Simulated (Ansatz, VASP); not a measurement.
**One calculation of Os, two programs**

File INCAR:

```
SYSTEM = Os
  ALGO = Normal
  EDIFF = 1E-6
  ENCUT = 520
  GGA_COMPAT = .False.
  ISIF = 2
  ISMEAR = -1
  LASPH = .True.
  LCHARG = .False.
  LMAXMIX = 4
  LORBIT = 11
  LORBMOM = .True.
  LREAL = .False.
  LSORBIT = .True.
  LWAVE = .False.
  MAGMOM = 0 0 0 0 0 0
  NBANDS = 28
  NELM = 150
  PREC = Accurate
  SIGMA = 0.05
```

KPOINTS

```
k-points
0
Gamma
  8 8 5
  0 0 0
```

Contents of POSCAR:

```
Os
1.0
    2.7341000000      0.0000000000      0.0000000000
   -1.3670500000      2.3678000565      0.0000000000
    0.0000000000      0.0000000000      4.3197000000
Os
2
Direct
    0.6666666667      0.3333333333      0.7500000000
    0.3333333333      0.6666666667      0.2500000000
```

input.yaml

```yaml
crystal:
  lattice:
    - [2.7341, 0.0, 0.0]
    - [-1.36705, 2.3678000565, 0.0]
    - [0.0, 0.0, 4.3197]
  atoms:
    - { symbol: Os, position: [0.6666666667, 0.3333333333, 0.75] }
    - { symbol: Os, position: [0.3333333333, 0.6666666667, 0.25] }
kpoints:
  mp_grid: { grid: [8, 8, 5] }
  band_path:
    path:
      - [0.0, 0.0, 0.0]
      - [0.5, 0.0, 0.0]
      - [0.3333333333, 0.3333333333, 0.0]
      - [0.0, 0.0, 0.0]
      - [0.0, 0.0, 0.5]
      - [0.5, 0.0, 0.5]
      - [0.3333333333, 0.3333333333, 0.5]
      - [0.0, 0.0, 0.5]
    npoints: 6
scf:
  occupations: { method: fermi_dirac, width: 0.05 }
hamiltonian:
  xc: lda
  pseudopotentials: { kind: all_electron, lapw: { basis_error: 0.001 } }
magnetization:
  noncollinear: true
  spin_orbit: true
output:
  forces: true
  stress: true
  eigenvalues: true
```

Alike in both runs: functional LDA; k mesh 8 × 8 × 5; occupations fermi-dirac, width 0.05 eV; non-collinear spin, spin-orbit coupling.

```csv
,VASP,Ansatz
version,VASP 6.6.1,Ansatz 0.2.0
potentials or method,"VASP PAW LDA potentials, release 64 (Os), cutoff 520 eV","all-electron LAPW, relativistic spinors"
task,single point,band structure
```

Ansatz gave:

| Quantity | Value |
| --- | --- |
| pressure (GPa) | -9.0 |
| traceless stress, the component that is largest in VASP (GPa) | -0.84 |

Q: Which values does VASP return?

A: Pressure (GPa): -8.3; traceless stress, the component that is largest in VASP (GPa): -0.98.

LDA's correlation is that of Perdew and Zunger in VASP and of Perdew and Wang (1992) in Ansatz. Ansatz ran all-electron here, and VASP with PAW potentials.

Noted on Ansatz's run: the k mesh is thin for a metal, which can move the energy by tens of meV per atom.
